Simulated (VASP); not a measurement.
# C in VASP: notebook

Runs on C. Level: PBE0. Tasks: single point.

Everything below comes from runs of VASP 6.6.1. Logs are shortened: lines on timing, memory, paths and dates and some standing lists are left out, and cuts for length are marked.

## (1) The cell of the first run

The cell holds a slab with vacuum, 2 atoms: a = 2.406 Å, b = 2.406 Å, c = 8.350 Å, α = 90.00°, β = 90.00°, γ = 120.00°.

## (2) Single point, PBE0

Input file POSCAR:

```
C
1.0
    2.4060301715      0.0000000000      0.0000000000
   -1.2030150858      2.0836832508      0.0000000000
    0.0000000000      0.0000000000      8.3497993649
C
2
Direct
    0.6666666667      0.3333333333      0.0000000000
    0.3333333333      0.6666666667      0.0000000000
```

Input file INCAR.step1:

```
SYSTEM = C
PREC = Accurate ; ENCUT = 520
EDIFF = 1E-5 ; ISMEAR = -1
SIGMA = 0.05 ; LREAL = .FALSE.
LASPH = .TRUE. ; NELM = 60
ALGO = Normal ; ISIF = 2
LWAVE = .TRUE. ; GGA = PE
NBANDS = 11
```

Input file INCAR.step2:

```
SYSTEM = C
PREC = Accurate ; ENCUT = 520
EDIFF = 1E-6 ; ISMEAR = -1
SIGMA = 0.05 ; LREAL = .FALSE.
LASPH = .TRUE. ; NELM = 60
ALGO = Normal ; ISIF = 2
LWAVE = .FALSE. ; LCHARG = .TRUE.
GGA = PE ; LHFCALC = .TRUE.
AEXX = 0.25 ; PRECFOCK = Normal
LELF = .TRUE. ; LVHAR = .TRUE.
ISTART = 1 ; NBANDS = 11
```

Input file KPOINTS:

```
regular mesh
0
G
  6 6 2
  0 0 0
```

Potentials or basis: VASP PAW PBE potentials, release 64 (C).

Started as:

```sh
$ cat potpaw_PBE.64/C/POTCAR > POTCAR
$ cp INCAR.step1 INCAR
$ mpirun -np 1 vasp_std > vasp.out
$ cp INCAR.step2 INCAR
$ mpirun -np 1 vasp_std > vasp.out
```

OUTCAR:

```text
SYSTEM = C
   PREC = Accurate
   ENCUT = 520
   EDIFF = 1E-6
   ISMEAR = -1
   LREAL = .FALSE.
   LASPH = .TRUE.
   NELM = 60
   ISIF = 2
   GGA = PE
   LHFCALC = .TRUE.
   AEXX = 0.25
   PRECFOCK = Normal
   ISTART = 1

 ion  position               nearest neighbor table
   1  0.667  0.333  0.000-   2 1.39   2 1.39   2 1.39
   2  0.333  0.667  0.000-   1 1.39   1 1.39   1 1.39

  LATTYP: Found a hexagonal cell.
 ALAT       =     2.4060301715
 C/A-ratio  =     3.4703635323

  Lattice vectors:

 A1 = (   2.4060301715,   0.0000000000,   0.0000000000)
 A2 = (  -1.2030150858,   2.0836832508,   0.0000000000)
 A3 = (   0.0000000000,   0.0000000000,   8.3497993649)

Analysis of symmetry for initial positions (statically):
=====================================================================
 Subroutine PRICEL returns:
 Original cell was already a primitive cell.

 Routine SETGRP: Setting up the symmetry group for a
 hexagonal supercell.

 Subroutine GETGRP returns: Found 24 space group operations
 (whereof 24 operations were pure point group operations)
 out of a pool of 24 trial point group operations.

The static configuration has the point symmetry D_6h.

Analysis of symmetry for dynamics (positions and initial velocities):
=====================================================================
 Subroutine PRICEL returns:
 Original cell was already a primitive cell.

 Routine SETGRP: Setting up the symmetry group for a
 hexagonal supercell.

 Subroutine GETGRP returns: Found 24 space group operations
 (whereof 24 operations were pure point group operations)
 out of a pool of 24 trial point group operations.

The dynamic configuration has the point symmetry D_6h.

 Subroutine INISYM returns: Found 24 space group operations
 (whereof 24 operations are pure point group operations),
 and found     1 'primitive' translations

----------------------------------------------------------------------------------------

                                     Primitive cell

  volume of cell :      41.8609

  direct lattice vectors                    reciprocal lattice vectors
     2.406030171  0.000000000  0.000000000     0.415622386  0.239959696  0.000000000
    -1.203015086  2.083683251  0.000000000     0.000000000  0.479919393  0.000000000
     0.000000000  0.000000000  8.349799365     0.000000000  0.000000000  0.119763357

  length of vectors
     2.406030171  2.406030172  8.349799365     0.479919393  0.479919393  0.119763357

  position of ions in fractional coordinates (direct lattice)
     0.666666667  0.333333333  0.000000000
     0.333333333  0.666666667  0.000000000

  ion indices of the primitive-cell ions
   primitive index   ion index
                 1           1
                 2           2

----------------------------------------------------------------------------------------

 KPOINTS: regular mesh

Automatic generation of k-mesh.
 Grid dimensions read from file:
 generate k-points for:    6    6    2

 Generating k-lattice:

  Cartesian coordinates                     Fractional coordinates (reciprocal lattice)
     0.069270398  0.039993283  0.000000000     0.166666667 -0.000000000  0.000000000
     0.000000000  0.079986565  0.000000000     0.000000000  0.166666667  0.000000000
     0.000000000  0.000000000  0.059881678     0.000000000  0.000000000  0.500000000

  Length of vectors
     0.079986565  0.079986565  0.059881678

  Shift w.r.t. Gamma in fractional coordinates (k-lattice)
     0.000000000  0.000000000  0.000000000

 Subroutine IBZKPT returns following result:
 ===========================================

 Found     14 irreducible k-points:

 Following reciprocal coordinates:
            Coordinates               Weight
  0.000000  0.000000  0.000000      1.000000
  0.166667  0.000000  0.000000      6.000000
  0.333333  0.000000  0.000000      6.000000
  0.500000  0.000000  0.000000      3.000000
  0.166667  0.166667  0.000000      6.000000
  0.333333  0.166667  0.000000     12.000000
  0.333333  0.333333  0.000000      2.000000
  0.000000  0.000000  0.500000      1.000000
  0.166667  0.000000  0.500000      6.000000
  0.333333  0.000000  0.500000      6.000000
  0.500000  0.000000  0.500000      3.000000
  0.166667  0.166667  0.500000      6.000000
  0.333333  0.166667  0.500000     12.000000
  0.333333  0.333333  0.500000      2.000000
   k-points           NKPTS =     14   k-points in BZ     NKDIM =     72   number of bands    NBANDS=     11
   number of dos      NEDOS =    301   number of ions     NIONS =      2
   total plane-waves  NPLWV =  20736
   dimension x,y,z NGX =    18 NGY =   18 NGZ =   64
   dimension x,y,z NGXF=    36 NGYF=   36 NGZF=  128
   ions per type =               2
   NGX,Y,Z   is equivalent  to a cutoff of  12.44, 12.44, 12.74 a.u.
   NGXF,Y,Z  is equivalent  to a cutoff of  24.87, 24.87, 25.49 a.u.
 SYSTEM =  C
   PREC   = accura    normal or accurate (medium, high low for compatibility)
   ISTART =      1    job   : 0-new  1-cont  2-samecut
   ICHARG =      0    charge: 1-file 2-atom 10-const
   ISPIN  =      1    spin polarized calculation?
   LNONCOLLINEAR =      F non collinear calculations
   LSORBIT =      F    spin-orbit coupling
   LASPH  =      T    aspherical Exc in radial PAW
   ENCUT  =  520.0 eV  38.22 Ry    6.18 a.u.   4.47  4.47 15.53*2*pi/ulx,y,z
   NELM   =     60;   NELMIN=  2; NELMDL=  0     # of ELM steps
   EDIFF  = 0.1E-05   stopping-criterion for ELM
   LREAL  =      F    real-space projection
   EDIFFG = 0.1E-04   stopping-criterion for IOM
   NSW    =      0    number of steps for IOM
   IBRION =     -1    ionic relax: 0-MD 1-quasi-New 2-CG
   NFREE  =      0    steps in history (QN), initial steepest desc. (CG)
   ISIF   =      2    stress and relaxation
   ISYM   =      3    0-nonsym 1-usesym 2-fastsym
   POTIM  = 0.5000    time-step for ionic-motion
   TEBEG  =    0.0;   TEEND  =   0.0 temperature during run
   PSTRESS=    0.0 pullay stress
   NELECT =       8.0000    total number of electrons
   NUPDOWN=      -1.0000    fix difference up-down
   EMIN   =  10.00;   EMAX   =-10.00  energy-range for DOS
   EFERMI =   0.00;   METHOD = LEGACY
   ISMEAR =    -1;   SIGMA  =   0.05  broadening in eV -4-tet -1-fermi 0-gaus
   EFERMI_NEDOS =   21; number of points for ismear=-14 and -15
   IALGO  =     38    algorithm
   IMIX   =      1    mixing-type and parameters
     AMIX     =   0.40;   BMIX     =  1.00
     AMIX_MAG =   1.60;   BMIX_MAG =  1.00
  volume/ion in A,a.u.               =      20.93       141.25
  Fermi-wavevector in a.u.,A,eV,Ry     =   0.942979  1.781971 12.098421  0.889209
  Thomas-Fermi vector in A             =   2.070641
   LORBIT       =      0    0 simple, 1 ext, 2 COOP (PROOUT), +10 PAW based schemes
   GGA     = PE    functional components
   LHFCALC =     T    Hartree Fock is set to
   PRECFOCK=normal    Normal, Fast or Accurate (Low or Medium for compatibility)
   ENCUT4O =  -1.0   cutoff for four orbital integrals eV
   NKREDX  =     1    reduce k-point grid by
   NKREDY  =     1    reduce k-point grid by
   NKREDZ  =     1    reduce k-point grid by
   AEXX    =    0.2500 exact exchange contribution
   HFSCREEN=    0.0000 screening length (either q_TF or 0.3 A-1)
   HFSCREENC=   0.0000 screening length for correlation (either q_TF or 0.3 A-1)
   ENCUTFOCK=  -1.0 apply spherical cutoff to Coloumb kernel
   IVDW    =     0    specifies the selected vdW correction
   LEPSILON=     F    determine dielectric tensor
   LRPA    =     F    only Hartree local field effects (RPA)
 non-spin polarized calculation
  energy-cutoff  :      520.00
  volume of cell :       41.86
 maximum number of plane-waves:      1148
 NGX is ok and might be reduce to    18
  NGX = 14; NGY = 14; NGZ = 48

 number of electron       8.0000001 magnetization

 Free energy of the ion-electron system (eV)
  ---------------------------------------------------
  ext. energy  EPLUGINS =         0.00000000
  ---------------------------------------------------
  free energy    TOTEN  =       -22.12248625 eV

  energy without entropy =      -22.12213703  energy(sigma->0) =      -22.12231164

 E-fermi :  -0.4015     XC(G=0):  -3.9620

 val. band max:       -0.6662119644   @ k =   0.3333   0.3333   0.5000
 cond. band min:      -0.1366917678   @ k =   0.3333   0.3333   0.0000
 fundamental gap:      0.5295201966
 Fermi energy:        -0.4014518700

 k-point     1 :       0.0000    0.0000    0.0000
  band No.  band energies     occupation
      1     -23.5343      2.00000
      2     -10.2300      2.00000
      3      -4.8085      2.00000
      4      -4.8085      2.00000
      5       2.9197      0.00000
      6       5.4548      0.00000
      7       7.1599      0.00000
      8       9.7252      0.00000
      9       9.7252      0.00000
     10      14.0385      0.00000
     11      14.3326      0.00000

 k-point     2 :       0.1667    0.0000    0.0000
  band No.  band energies     occupation
      1     -22.7901      2.00000
      2      -9.3044      2.00000
      3      -7.3793      2.00000
      4      -6.1191      2.00000
      5       3.8668      0.00000
      6       6.3797      0.00000
      7       8.0611      0.00000
      8       9.8026      0.00000
      9      11.4663      0.00000
     10      12.6381      0.00000
     11      15.1383      0.00000

 k-point     3 :       0.3333    0.0000    0.0000
  band No.  band energies     occupation
      1     -20.5898      2.00000
      2     -12.2820      2.00000
      3      -7.9950      2.00000
      4      -6.6235      2.00000
      5       6.0127      0.00000
      6       6.7037      0.00000
      7       9.2005      0.00000
      8       9.2047      0.00000
      9      10.8853      0.00000
     10      17.0493      0.00000
     11      17.2965      0.00000
[... 127 lines left out ...]
 k-point    13 :       0.3333    0.1667    0.5000
  band No.  band energies     occupation
      1     -18.4737      2.00000
      2     -14.2995      2.00000
      3     -10.5698      2.00000
      4      -4.1721      2.00000
      5       3.1261      0.00000
      6      10.2040      0.00000
      7      10.2873      0.00000
      8      11.7931      0.00000
      9      13.6304      0.00000
     10      15.1871      0.00000
     11      15.9638      0.00000

 k-point    14 :       0.3333    0.3333    0.5000
  band No.  band energies     occupation
      1     -15.5855      2.00000
      2     -15.5855      2.00000
      3     -13.5383      2.00000
      4      -0.6662      1.99002
      5      -0.6662      1.99002
      6      11.1862      0.00000
      7      14.1916      0.00000
      8      14.1916      0.00000
      9      14.5158      0.00000
     10      15.0676      0.00000
     11      15.0676      0.00000

------------------------ aborting loop because EDIFF is reached ----------------------------------------

  FORCE on cell =-STRESS in cart. coord.  units (eV):
  Direction    XX          YY          ZZ          XY          YZ          ZX
  --------------------------------------------------------------------------------------
  -------------------------------------------------------------------------------------
  Total        2.8535818      2.8535818     -0.0382299     -0.0000000     -0.0000000      0.0000000
  in kB      109.2174663    109.2174663     -1.4632060     -0.0000000     -0.0000000      0.0000000
  external PRESSURE =      72.3239089 kB  Pullay stress =       0.0000000 kB

 VOLUME and BASIS-vectors are now :
 -----------------------------------------------------------------------------
  energy-cutoff  :      520.00
  volume of cell :       41.86
      direct lattice vectors                 reciprocal lattice vectors
     2.406030171  0.000000000  0.000000000     0.415622386  0.239959696  0.000000000
    -1.203015086  2.083683251  0.000000000     0.000000000  0.479919393  0.000000000
     0.000000000  0.000000000  8.349799365     0.000000000  0.000000000  0.119763357

 POSITION                                       TOTAL-FORCE (eV/Angst)
 -----------------------------------------------------------------------------------
      1.20302      0.69456      0.00000        -0.000000      0.000000     -0.000000
     -0.00000      1.38912      0.00000         0.000000      0.000000      0.000000
 -----------------------------------------------------------------------------------
    total drift:                               -0.000000      0.000000      0.000000

  FREE ENERGIE OF THE ION-ELECTRON SYSTEM (eV)
  ---------------------------------------------------
  free  energy   TOTEN  =       -22.1224862455 eV

  energy  without entropy=      -22.1221370342  energy(sigma->0) =      -22.12231164
```

Wall time 93 s (1 thread of Intel Xeon 6975P-C (Granite Rapids), shared host); peak memory 0.15 GiB.

What came out:

| Property | Result |
| --- | --- |
| Free energy | -22.1225 eV |
| Band gap on the k mesh | zero (band 4 reaches -0.14 eV, above the bottom of band 5 at -0.67 eV) |

Caveat: the k points lie up to 0.50 Å⁻¹ apart; the PAW data sets were made with another functional, which shifts forces and pressure a little.

(Part 1 of 3 ends here.)
